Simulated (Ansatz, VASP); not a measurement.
One calculation of LiH, two programs

File POSCAR:

```
LiH
1.0
    3.0813172786      0.0000000000      0.0000000000
   -1.5406586393      2.6684990404      0.0000000000
    0.0000000000      0.0000000000      4.0684421498
Li H
2 2
Direct
    0.3333333333      0.6666666667     -0.0625000000
    0.6666666667      0.3333333333      0.4375000000
    0.3333333333      0.6666666667      0.4375000000
    0.6666666667      0.3333333333      0.9375000000
```

INCAR.step1

```
SYSTEM = LiH
PREC = Accurate
ENCUT = 520
EDIFF = 1E-5
ISMEAR = 0
SIGMA = 0.01
LREAL = .FALSE.
LASPH = .TRUE.
NELM = 60
ALGO = Normal
ISIF = 2
LWAVE = .TRUE.
LCHARG = .FALSE.
GGA = PE
NBANDS = 12
```

The input INCAR.step2:

```
SYSTEM = LiH
PREC = Accurate
ENCUT = 520
EDIFF = 1E-6
ISMEAR = 0
SIGMA = 0.01
LREAL = .FALSE.
LASPH = .TRUE.
NELM = 60
ALGO = Normal
ISIF = 2
LWAVE = .FALSE.
LCHARG = .FALSE.
GGA = PE
LHFCALC = .TRUE.
HFSCREEN = 0.2079
PRECFOCK = Normal
ISTART = 1
NBANDS = 12
```

KPOINTS

```
regular mesh
0
G
  6 6 4
  0 0 0
```

Input for Ansatz:

```yaml
crystal:
  lattice:
    - [3.0813172786, 0.0, 0.0]
    - [-1.5406586393, 2.6684990404, 0.0]
    - [0.0, 0.0, 4.0684421498]
  atoms:
    - { symbol: Li, position: [0.3333333333, 0.6666666667, -0.0625] }
    - { symbol: Li, position: [0.6666666667, 0.3333333333, 0.4375] }
    - { symbol: H, position: [0.3333333333, 0.6666666667, 0.4375] }
    - { symbol: H, position: [0.6666666667, 0.3333333333, 0.9375] }
kpoints:
  mp_grid: { grid: [6, 6, 4] }
  band_path:
    path:
      - [0.0, 0.0, 0.0]
      - [0.5, 0.0, 0.0]
      - [0.3333333333, 0.3333333333, 0.0]
      - [0.0, 0.0, 0.5]
      - [0.5, 0.0, 0.5]
      - [0.3333333333, 0.3333333333, 0.5]
      - [-0.002604, 0.0, 0.0]
    npoints: 1
hamiltonian:
  xc: hse06
scf:
  occupations: { method: fixed }
  n_extra_bands: 5
output:
  forces: true
  stress: true
  eigenvalues: true
```

Change from the starting cell: biaxial_xy strain -5.4%.

Alike in both runs: task single point; functional HSE06; k mesh 6 × 6 × 4; no spin polarisation.

|  | VASP | Ansatz |
| --- | --- | --- |
| version | VASP 6.6.1 | Ansatz 0.2.0 |
| potentials or method | VASP PAW PBE potentials, release 64 (Li_sv, H) | plane waves, PAW |
| plane-wave cutoff (eV) | 520 | 420 |
| occupations | gaussian, width 0.01 eV | fixed |
| valence electrons in the cell | 8 | 8 |

|  | VASP | Ansatz | Ansatz less VASP |
| --- | --- | --- | --- |
| gap on the k mesh at the Fermi level (eV) | 2.98 | 2.99 | +0.004 |

Ansatz's warnings: stress exchange threshold loose, stress scf threshold loose.

Noted on VASP's run: the cutoff is under 1.25 times that of the potentials, so the pressure is a little rough.
